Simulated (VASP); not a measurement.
Crystal: P.

```
P
1.0
     0.00000    1.91037    1.91037
     1.91037    0.00000    1.91037
     1.91037    1.91037    0.00000
P
1
Direct
  0.00000 0.00000 0.00000
```

Base run:

```yaml
Program: VASP 6.6.1
Functional: PBEsol
Potentials_or_basis: VASP PAW PBE potentials, release 64 (P)
Cutoff: 520 eV
k_mesh: 16 × 16 × 16
Occupations: fermi-dirac, width 0.1 eV
Spin: no spin polarisation
```

Its results: pressure 0.9 GPa.

Problem. The run is repeated on the same cell with these changes: k mesh from 16 × 16 × 16 to 23 × 23 × 23. What comes out?

Solution. Pressure 0.2 GPa.

Caveats: the PAW data sets were made with another functional, which shifts forces and pressure a little.
